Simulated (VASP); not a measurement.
Write the native input for VASP 6.6.1 that does the following.

```yaml
Task: single point
Functional: PBE
Potentials_or_basis: VASP PAW PBE potentials, release 64 (Bi_d)
Cutoff: 520 eV
k_mesh: 6 × 2 × 1
Occupations: gaussian, width 0.1 eV
Spin: no spin polarisation
Dipole_correction: no
Further_INCAR_settings: ALGO = Fast; EDIFF = 1e-07; NBANDS = 102
```

The structure of Bi lies in POSCAR:

```
Bi
1.0
    3.2111568357      0.0000000000      0.0000000000
    0.0534644593      8.4127697153      0.0000000000
    0.0179293455      0.0825233456     16.3973409514
Bi
12
Direct
    0.0018713419      0.4350684004      0.0947325859
    0.9747351338      0.4654467265      0.5980436623
    0.9979142660      0.2272458948      0.2781730522
    0.9973458472      0.2698631624      0.7778095099
    0.0026541528      0.7301368376      0.2221904901
    0.0020857340      0.7727541052      0.7218269478
    0.9735649025      0.9621087795      0.9003289992
    0.9979452874      0.9315303303      0.4056104229
    0.9981286581      0.5649315996      0.9052674141
    0.0252648662      0.5345532735      0.4019563377
    0.0264350975      0.0378912205      0.0996710008
    0.0020547126      0.0684696697      0.5943895771
```

The input as run:

INCAR

```
SYSTEM = Bi
PREC = Accurate
ENCUT = 520
EDIFF = 1E-7
ISMEAR = 0
SIGMA = 0.1
LREAL = .False.
LASPH = .True.
NELM = 100
ALGO = Fast
ISIF = 2
LWAVE = .False.
LCHARG = .True.
GGA = PE
LELF = .True.
LVHAR = .True.
NBANDS = 102
```

KPOINTS

```
Automatic mesh
0
Gamma
  6 2 1
  0 0 0
```

Potentials or basis: VASP PAW PBE potentials, release 64 (Bi_d).

Launch:

```bash
$ cat potpaw_PBE.64/Bi_d/POTCAR > POTCAR
$ mpirun -np 1 vasp_std > vasp.out
```

Results of the run:

```yaml
Pressure: 0.1 GPa
Largest_force: 0.098 eV/Å
Band_gap_on_the_k_mesh: zero (bands 90 and 91 overlap by 2.29 eV)
```

Caveat: the k points lie up to 0.38 Å⁻¹ apart, too coarse for converged energies and pressures of a metal; spin-orbit coupling is left out, which moves the levels of the heavy elements.

Run time: 9.7 min on 1 thread of Intel(R) Xeon(R) Platinum 8488C (Sapphire Rapids) (shared host), peak memory 0.56 GiB.
